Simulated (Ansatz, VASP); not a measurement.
**One calculation of HfO2, two programs**

The input POSCAR:

```
HfO2
1.0
    0.0000000000      2.3863747668      2.3863747668
    2.3863747668      0.0000000000      2.3863747668
    2.3863747668      2.3863747668      0.0000000000
Hf O
1 2
Direct
    0.0000000000      0.0000000000      0.0000000000
    0.2500000000      0.2500000000      0.2500000000
    0.7500000000      0.7500000000      0.7500000000
```

The input INCAR.step1:

```
ALGO = Normal
EDIFF = 1E-4
ENCUT = 520
GGA = PE
ISMEAR = 0
LASPH = True
LCHARG = False
LREAL = False
LWAVE = True
NBANDS = 18
NELM = 100
PREC = Accurate
SIGMA = 0.05
```

File INCAR.step2:

```
ALGO = Normal
EDIFF = 1E-7
ENCUT = 520
ISIF = 2
ISMEAR = 0
ISTART = 1
LASPH = True
LCHARG = False
LMIXTAU = True
LREAL = False
LWAVE = False
METAGGA = R2SCAN
NBANDS = 18
NELM = 100
PREC = Accurate
SIGMA = 0.05
```

File KPOINTS:

```
k-points
0
Gamma
  8 8 8
```

Input for Ansatz:

```yaml
crystal:
  lattice:
    - [0.0, 2.3863747668, 2.3863747668]
    - [2.3863747668, 0.0, 2.3863747668]
    - [2.3863747668, 2.3863747668, 0.0]
  atoms:
    - { symbol: Hf, position: [0.0, 0.0, 0.0] }
    - { symbol: O, position: [0.25, 0.25, 0.25] }
    - { symbol: O, position: [0.75, 0.75, 0.75] }
basis:
  ecutwfc: 500
  ecutrho_ratio: 4
kpoints:
  mp_grid: { grid: [8, 8, 8] }
hamiltonian:
  xc: r2scan
scf:
  occupations: { method: gaussian, width: 0.05 }
output:
  forces: true
  stress: true
  eigenvalues: true
```

Alike in both runs: task single point; functional r2SCAN; k mesh 8 × 8 × 8; occupations gaussian, width 0.05 eV; no spin polarisation.

|  | VASP | Ansatz |
| --- | --- | --- |
| version | VASP 6.6.1 | Ansatz 0.2.0 |
| potentials or method | VASP PAW PBE potentials, release 64 (Hf_pv, O), cutoff 520 eV | scalar-relativistic, plane waves, PAW |
| valence electrons in the cell | 22 | 38 |

Ansatz gave:

```
gap on the k mesh at the Fermi level (eV) : 4.74
least direct gap on the mesh (eV)         : 4.74
```

Q: What did VASP give for the same quantities?

A: gap on the k mesh at the Fermi level (eV): 4.83; least direct gap on the mesh (eV): 4.83.

VASP's potentials were made for PBE, not for r2SCAN. The functional is the same, so the differences come from potentials, cutoffs and numerics. VASP's potentials hold 22 valence electrons a cell and Ansatz's 38, so a difference there can come from the potentials and not from the codes.

Neither program's run includes spin-orbit coupling.
